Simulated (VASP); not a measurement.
# SiC in VASP: further runs, part 2 of 2

VASP 6.6.1. Earlier steps stand in the parts before.

### 3 Single point, PBEsol (z stretched by +0.5 %, x and y held)

File INCAR:

```
SYSTEM = SiC
PREC     = Accurate       ! precision mode
ENCUT    = 520            ! plane-wave cutoff, eV
EDIFF    = 1E-6           ! SCF threshold, eV
ISMEAR   = 0              ! smearing method
SIGMA    = 0.01           ! smearing width, eV
LREAL    = .False.        ! projectors in reciprocal space
LASPH    = .True.         ! aspherical terms in the spheres
NELM     = 100            ! most SCF steps
ALGO     = Normal         ! electronic algorithm
ISIF     = 2              ! what is computed and relaxed
LWAVE    = .False.        ! write WAVECAR
LCHARG   = .False.        ! write CHGCAR
GGA      = PS             ! functional
NBANDS   = 16             ! bands
```

File KPOINTS:

```
regular mesh
0
Gamma
  8 8 6
  0 0 0
```

File POSCAR:

```
SiC
1.0
    3.0757714184      0.0000000000      0.0000000000
   -1.5378857092      2.6636961846      0.0000000000
    0.0000000000      0.0000000000      5.0727747299
Si C
2 2
Direct
    0.3333333333      0.6666666667      0.0048447378
    0.6666666667      0.3333333333      0.5048447378
    0.3333333333      0.6666666667      0.3801552622
    0.6666666667      0.3333333333      0.8801552622
```

Potentials or basis: VASP PAW PBE potentials, release 64 (Si, C).

Run with:

```
$ cat potpaw_PBE.64/Si/POTCAR potpaw_PBE.64/C/POTCAR > POTCAR
$ mpirun -np 1 vasp_std > vasp.out
```

OUTCAR:

```text
SYSTEM = SiC
   PREC = Accurate
   ENCUT = 520
   EDIFF = 1E-6
   ISMEAR = 0
   LREAL = .False.
   LASPH = .True.
   NELM = 100
   ISIF = 2
   GGA = PS

 ion  position               nearest neighbor table
   1  0.333  0.667  0.005-   4 1.89   4 1.89   4 1.89   3 1.90   2 3.10   2 3.10   2 3.10   2 3.10
                             2 3.10   2 3.10
   2  0.667  0.333  0.505-   3 1.89   3 1.89   3 1.89   4 1.90   1 3.10   1 3.10   1 3.10   1 3.10
                             1 3.10   1 3.10
   3  0.333  0.667  0.380-   2 1.89   2 1.89   2 1.89   1 1.90
   4  0.667  0.333  0.880-   1 1.89   1 1.89   1 1.89   2 1.90

  LATTYP: Found a hexagonal cell.
 ALAT       =     3.0757714184
 C/A-ratio  =     1.6492690905

  Lattice vectors:

 A1 = (   3.0757714184,   0.0000000000,   0.0000000000)
 A2 = (  -1.5378857092,   2.6636961846,   0.0000000000)
 A3 = (   0.0000000000,   0.0000000000,   5.0727747299)

Analysis of symmetry for initial positions (statically):
=====================================================================
 Subroutine PRICEL returns:
 Original cell was already a primitive cell.

[... 180 lines left out ...]
 fundamental gap:      2.3428192629
 Fermi energy:         8.2994650734

 k-point     1 :       0.0000    0.0000    0.0000
  band No.  band energies     occupation
      1      -7.3966      2.00000
      2      -3.8471      2.00000
      3      -0.5964      2.00000
      4       6.8711      2.00000
      5       6.8711      2.00000
      6       8.0083      2.00000
[... 433 lines left out ...]
      3       0.5761      2.00000
      4       1.8199      2.00000
      5       4.0713      2.00000
      6       5.4608      2.00000
[... 8 lines left out ...]
     15      19.7544      0.00000
     16      19.9729      0.00000

 [... further k-points ...]

------------------------ aborting loop because EDIFF is reached ----------------------------------------

  FORCE on cell =-STRESS in cart. coord.  units (eV):
  Direction    XX          YY          ZZ          XY          YZ          ZX
  --------------------------------------------------------------------------------------
  -------------------------------------------------------------------------------------
  Total        0.0313032      0.0313032     -0.6104638      0.0000000      0.0000000      0.0000000
  in kB        1.2067417      1.2067417    -23.5334814      0.0000000      0.0000000      0.0000000
  external PRESSURE =      -7.0399993 kB  Pullay stress =       0.0000000 kB

 VOLUME and BASIS-vectors are now :
 -----------------------------------------------------------------------------
  energy-cutoff  :      520.00
  volume of cell :       41.56
      direct lattice vectors                 reciprocal lattice vectors
     3.075771418  0.000000000  0.000000000     0.325121689  0.187709095  0.000000000
    -1.537885709  2.663696185  0.000000000     0.000000000  0.375418190  0.000000000
     0.000000000  0.000000000  5.072774730     0.000000000  0.000000000  0.197130772

 POSITION                                       TOTAL-FORCE (eV/Angst)
 -----------------------------------------------------------------------------------
     -0.00000      1.77580      0.02458        -0.000000      0.000000      0.001978
      1.53789      0.88790      2.56096         0.000000      0.000000      0.001978
     -0.00000      1.77580      1.92844         0.000000      0.000000     -0.001978
      1.53789      0.88790      4.46483         0.000000     -0.000000     -0.001978
 -----------------------------------------------------------------------------------
    total drift:                               -0.000000     -0.000000     -0.000115

  FREE ENERGIE OF THE ION-ELECTRON SYSTEM (eV)
  ---------------------------------------------------
  free  energy   TOTEN  =       -31.8196711249 eV

  energy  without entropy=      -31.8196711249  energy(sigma->0) =      -31.81967112
```

OSZICAR:

```text
N       E                     dE             d eps       ncg     rms          rms(c)
DAV:   1     0.258474562691E+02    0.25847E+02   -0.72243E+03  1280   0.900E+02
DAV:   2    -0.328895882512E+02   -0.58737E+02   -0.53089E+02  1880   0.158E+02
DAV:   3    -0.353852345683E+02   -0.24956E+01   -0.24857E+01  1688   0.302E+01
DAV:   4    -0.354031581470E+02   -0.17924E-01   -0.17920E-01  1544   0.314E+00
DAV:   5    -0.354033349924E+02   -0.17685E-03   -0.17684E-03  1648   0.294E-01    0.123E+01
DAV:   6    -0.319497470959E+02    0.34536E+01   -0.59657E+00  1624   0.149E+01    0.565E+00
DAV:   7    -0.318518364743E+02    0.97911E-01   -0.10628E+00  1808   0.594E+00    0.240E+00
DAV:   8    -0.318231281536E+02    0.28708E-01   -0.55152E-02  1496   0.143E+00    0.587E-01
DAV:   9    -0.318195174323E+02    0.36107E-02   -0.71908E-03  1632   0.567E-01    0.113E-01
DAV:  10    -0.318196646745E+02   -0.14724E-03   -0.70863E-04  1528   0.158E-01    0.529E-02
DAV:  11    -0.318196709352E+02   -0.62607E-05   -0.36831E-05  1632   0.446E-02    0.116E-02
DAV:  12    -0.318196711249E+02   -0.18969E-06   -0.34041E-06  1592   0.118E-02
   1 F= -.31819671E+02 E0= -.31819671E+02  d E =-.108065E-78
```

Wall time 8 s (1 thread of Intel Xeon 6975P-C (Granite Rapids), shared host); peak memory 0.16 GiB.

Results:

| Item | Value |
| --- | --- |
| Free energy | -31.8197 eV |
| Pressure | -0.7 GPa |
| Band gap on the k mesh | 2.34 eV, indirect (least direct gap 3.88 eV) |

Levels at points of the mesh, in eV from the valence-band top:
| k point | band 4 | band 5 | band 6 | band 7 | band 8 | band 9 | band 10 | band 11 | band 12 | band 13 |
| --- | --- | --- | --- | --- | --- | --- | --- | --- | --- | --- |
| (0.00, 0.00, 0.00) | -1.30 | -1.30 | -0.16 | 0.00 | 0.00 | 4.77 | 6.01 | 6.59 | 6.59 | 7.62 |
| (0.50, 0.00, 0.00) | -6.34 | -5.47 | -3.35 | -3.32 | -1.21 | 2.67 | 4.07 | 6.75 | 7.02 | 9.84 |
| (0.00, 0.00, 0.50) | -4.51 | -0.70 | -0.70 | -0.70 | -0.70 | 5.83 | 5.83 | 7.27 | 7.27 | 7.27 |
| (0.50, 0.00, 0.50) | -8.30 | -2.45 | -2.45 | -2.38 | -2.38 | 3.13 | 3.13 | 5.11 | 5.11 | 10.23 |

Caveat: the cell differs from its parent crystal (z stretched by +0.5 %, x and y held); the PAW data sets were made with another functional, which shifts forces and pressure a little. A k mesh can miss the band edges.

### 4 Single point, PBEsol

This run uses another cell than the first one, of 10.49 Å³/atom, 1.020 times its volume.

File INCAR:

```
ALGO = Normal
EDIFF = 1E-6
ENCUT = 520
GGA = PS
ISIF = 2
ISMEAR = 0
LASPH = T
LCHARG = F
LREAL = F
LWAVE = F
NBANDS = 16
NELM = 80
PREC = Accurate
SIGMA = 0.01
```

File KPOINTS:

```
k-points
0
Gamma
  8 8 6
```

File POSCAR:

```
SiC
1.0
    3.0911502755      0.0000000000      0.0000000000
   -1.5455751378      2.6770146655      0.0000000000
    0.0000000000      0.0000000000      5.0727747299
Si C
2 2
Direct
    0.3333333333      0.6666666667      0.0045689300
    0.6666666667      0.3333333333      0.5045689300
    0.3333333333      0.6666666667      0.3804310700
    0.6666666667      0.3333333333      0.8804310700
```

Potentials or basis: VASP PAW PBE potentials, release 64 (Si, C).

Run with:

```
$ cat potpaw_PBE.64/Si/POTCAR potpaw_PBE.64/C/POTCAR > POTCAR
$ mpirun -np 1 vasp_std > vasp.out
```

OUTCAR:

```text
EDIFF = 1E-6
   ENCUT = 520
   GGA = PS
   ISIF = 2
   ISMEAR = 0
   LASPH = T
   LREAL = F
   NELM = 80
   PREC = Accurate

 ion  position               nearest neighbor table
   1  0.333  0.667  0.005-   4 1.89   4 1.89   4 1.89   3 1.91   2 3.10   2 3.10   2 3.10   2 3.10
                             2 3.10   2 3.10
   2  0.667  0.333  0.505-   3 1.89   3 1.89   3 1.89   4 1.91   1 3.10   1 3.10   1 3.10   1 3.10
                             1 3.10   1 3.10
[... 661 lines left out ...]
  FORCE on cell =-STRESS in cart. coord.  units (eV):
  Direction    XX          YY          ZZ          XY          YZ          ZX
  --------------------------------------------------------------------------------------
  -------------------------------------------------------------------------------------
  Total       -0.7520479     -0.7520479     -0.7464652      0.0000000      0.0000000      0.0000000
  in kB      -28.7038168    -28.7038168    -28.4907376      0.0000000      0.0000000      0.0000000
  external PRESSURE =     -28.6327904 kB  Pullay stress =       0.0000000 kB

 VOLUME and BASIS-vectors are now :
 -----------------------------------------------------------------------------
  energy-cutoff  :      520.00
  volume of cell :       41.98
      direct lattice vectors                 reciprocal lattice vectors
     3.091150275  0.000000000  0.000000000     0.323504169  0.186775219  0.000000000
    -1.545575138  2.677014665  0.000000000     0.000000000  0.373550438  0.000000000
     0.000000000  0.000000000  5.072774730     0.000000000  0.000000000  0.197130772

 POSITION                                       TOTAL-FORCE (eV/Angst)
 -----------------------------------------------------------------------------------
     -0.00000      1.78468      0.02318         0.000000      0.000000      0.001418
      1.54558      0.89234      2.55956         0.000000      0.000000      0.001418
     -0.00000      1.78468      1.92984        -0.000000      0.000000     -0.001418
      1.54558      0.89234      4.46623         0.000000     -0.000000     -0.001418
 -----------------------------------------------------------------------------------
    total drift:                               -0.000000      0.000000     -0.000089

  FREE ENERGIE OF THE ION-ELECTRON SYSTEM (eV)
  ---------------------------------------------------
  free  energy   TOTEN  =       -31.8161658886 eV

  energy  without entropy=      -31.8161658886  energy(sigma->0) =      -31.81616589
```

stdout:

```text
POSCAR found type information on POSCAR SiC
 POSCAR found :  2 types and       4 ions
 scaLAPACK will be used
 -----------------------------------------------------------------------------
|                                                                             |
|                                                                             |
|     You enforced a specific xc type in the INCAR file but a different       |
|     I HOPE YOU KNOW WHAT YOU ARE DOING!                                     |
|                                                                             |
 -----------------------------------------------------------------------------

 LDA part: xc-table for (Slater+PW92), standard interpolation
 POSCAR, INCAR and KPOINTS ok, starting setup
 FFT: planning ... GRIDC
 FFT: planning ... GRID_SOFT
 FFT: planning ... GRID
 WAVECAR not read
 entering main loop
```

Wall time 8.7 s (1 thread of Intel Xeon 6975P-C (Granite Rapids), shared host); peak memory 0.15 GiB.

What came out:

```
Free energy            : -31.8162 eV
Pressure               : -2.9 GPa
Band gap on the k mesh : 2.40 eV, indirect (least direct gap 3.82 eV)
```

Caveat: the PAW data sets were made with another functional, which shifts forces and pressure a little. A k mesh can miss the band edges.

### 5 Single point, PBEsol

This run uses another cell than the first one, of 10.34 Å³/atom, 1.005 times its volume.

File INCAR:

```
SYSTEM = SiC
ALGO     = Normal         ! electronic algorithm
EDIFF    = 1E-6           ! SCF threshold, eV
ENCUT    = 520            ! plane-wave cutoff, eV
GGA      = PS             ! functional
ISIF     = 2              ! what is computed and relaxed
ISMEAR   = -1             ! smearing method
LASPH    = .TRUE.         ! aspherical terms in the spheres
LCHARG   = .FALSE.        ! write CHGCAR
LREAL    = .FALSE.        ! projectors in reciprocal space
LWAVE    = .FALSE.        ! write WAVECAR
NBANDS   = 16             ! bands
NELM     = 60             ! most SCF steps
PREC     = Accurate       ! precision mode
SIGMA    = 0.1            ! smearing width, eV
```

File KPOINTS:

```
k-points
0
G
  14 14 8
  0 0 0
```

File POSCAR:

```
SiC
1.0
    3.0757714184      0.0000000000      0.0000000000
   -1.5378857092      2.6636961846      0.0000000000
    0.0000000000      0.0000000000      5.0475370447
Si C
2 2
Direct
    0.3333333333      0.6666666667      0.0045933970
    0.6666666667      0.3333333333      0.5045933970
    0.3333333333      0.6666666667      0.3804066030
    0.6666666667      0.3333333333      0.8804066030
```

Run with:

```
$ cat potpaw_PBE.64/Si/POTCAR potpaw_PBE.64/C/POTCAR > POTCAR
$ mpirun -np 1 vasp_std > vasp.out
```

Wall time 22 s (1 thread of Intel Xeon 6975P-C (Granite Rapids), shared host); peak memory 0.19 GiB.

The run converged. Its results:

```
Free energy            : -31.8222 eV
Pressure               : 0.4 GPa
Band gap on the k mesh : 2.20 eV, indirect (least direct gap 3.85 eV)
```

Levels at points of the mesh, in eV from the valence-band top:
| k point | band 4 | band 5 | band 6 | band 7 | band 8 | band 9 | band 10 | band 11 | band 12 | band 13 |
| --- | --- | --- | --- | --- | --- | --- | --- | --- | --- | --- |
| (0.00, 0.00, 0.00) | -1.32 | -1.32 | -0.11 | 0.00 | 0.00 | 4.74 | 6.15 | 6.59 | 6.59 | 7.68 |
| (0.50, 0.00, 0.00) | -6.31 | -5.48 | -3.34 | -3.34 | -1.20 | 2.65 | 4.12 | 6.80 | 7.04 | 9.99 |
| (0.00, 0.00, 0.50) | -4.47 | -0.72 | -0.72 | -0.72 | -0.72 | 5.83 | 5.83 | 7.27 | 7.27 | 7.27 |
| (0.50, 0.00, 0.50) | -8.32 | -2.46 | -2.46 | -2.34 | -2.34 | 3.17 | 3.17 | 5.16 | 5.16 | 10.30 |

Caveat: the PAW data sets were made with another functional, which shifts forces and pressure a little. PBEsol gaps usually lie below the measured ones, often by a third to a half.

### 6 Single point, PBEsol (equal xy, yz and zx engineering shears of -0.5 %)

File INCAR:

```
SYSTEM = SiC
ALGO = Normal ; EDIFF = 1E-6
ENCUT = 520 ; GGA = PS
ISIF = 2 ; ISMEAR = 0
LASPH = .True. ; LCHARG = .False.
LREAL = .False. ; LWAVE = .False.
NBANDS = 16 ; NELM = 100
PREC = Accurate ; SIGMA = 0.01
```

File KPOINTS:

```
k-points
0
Gamma
  8 8 6
  0 0 0
```

File POSCAR:

```
SiC
1.0
    3.0757714184     -0.0076894286     -0.0076894286
   -1.5445449497      2.6675408989     -0.0028145262
   -0.0126188426     -0.0126188426      5.0475370447
Si C
2 2
Direct
    0.3338129334      0.6669595565      0.0045878277
    0.6669874369      0.3336263553      0.5045852323
    0.3336901784      0.6663803031      0.3804162931
    0.6655094513      0.3330337851      0.8804106470
```

Potentials or basis: VASP PAW PBE potentials, release 64 (Si, C).

Run with:

```
$ cat potpaw_PBE.64/Si/POTCAR potpaw_PBE.64/C/POTCAR > POTCAR
$ mpirun -np 1 vasp_std > vasp.out
```

Run time: 34 s. Hardware: 1 thread of Intel Xeon 6975P-C (Granite Rapids), shared host; peak memory 0.23 GiB.

It converged, with:

```
Free energy            : -31.8193 eV
Pressure               : 0.4 GPa
Band gap on the k mesh : 2.34 eV, indirect (least direct gap 3.83 eV)
```

Stress tensor (GPa, compression positive):
```
0.39 0.98 0.74
0.98 0.40 0.74
0.74 0.74 0.36
```

Levels at points of the mesh, in eV from the valence-band top:
```tsv
k point	band 5	band 6	band 7	band 8	band 9	band 10	band 11	band 12
(0.00, 0.00, 0.00)	-1.32	-0.15	-0.05	0.00	4.71	6.12	6.53	6.61
(0.50, 0.00, 0.00)	-5.49	-3.42	-3.36	-1.26	2.57	4.07	6.71	6.97
(0.00, 0.50, 0.00)	-5.50	-3.38	-3.36	-1.23	2.62	4.09	6.75	7.04
(0.50, 0.50, 0.00)	-5.52	-3.38	-3.33	-1.19	2.68	4.12	6.79	7.11
(0.00, 0.00, 0.50)	-0.78	-0.76	-0.72	-0.71	5.80	5.80	7.19	7.22
(0.50, 0.00, 0.50)	-2.54	-2.53	-2.42	-2.32	3.10	3.14	5.05	5.19
(0.00, 0.50, 0.50)	-2.50	-2.49	-2.40	-2.33	3.13	3.16	5.08	5.18
(0.50, 0.50, 0.50)	-2.46	-2.45	-2.38	-2.36	3.16	3.17	5.13	5.17
```

Caveat: the cell differs from its parent crystal (equal xy, yz and zx engineering shears of -0.5 %); the PAW data sets were made with another functional, which shifts forces and pressure a little. A k mesh can miss the band edges.

### 7 The runs side by side

```csv
cell,k mesh,smearing,gap on the mesh (eV),pressure (GPa)
"a = 3.076, b = 3.076, c = 5.022 Å, angles 90.0, 90.0, 120.0°, 4 atoms",8 × 8 × 6,gaussian 0.01 eV,2.40,1.5
"a = 3.076, b = 3.076, c = 5.073 Å, angles 90.0, 90.0, 120.0°, 4 atoms",8 × 8 × 6,gaussian 0.01 eV,2.34,-0.7
"a = 3.091, b = 3.091, c = 5.073 Å, angles 90.0, 90.0, 120.0°, 4 atoms",8 × 8 × 6,gaussian 0.01 eV,2.40,-2.9
"a = 3.076, b = 3.076, c = 5.048 Å, angles 90.0, 90.0, 120.0°, 4 atoms",14 × 14 × 8,fermi-dirac 0.1 eV,2.20,0.4
"a = 3.076, b = 3.082, c = 5.048 Å, angles 90.1, 90.3, 120.2°, 4 atoms",8 × 8 × 6,gaussian 0.01 eV,2.34,0.4
```

Alike in all rows: task single point; level PBEsol; potentials or basis VASP PAW PBE potentials, release 64 (Si, C); no spin polarisation; cutoff (eV) 520.

Caveats: the PAW data sets were made with another functional, which shifts forces and pressure a little.

Absolute energies hang on the potentials; compare differences alone.
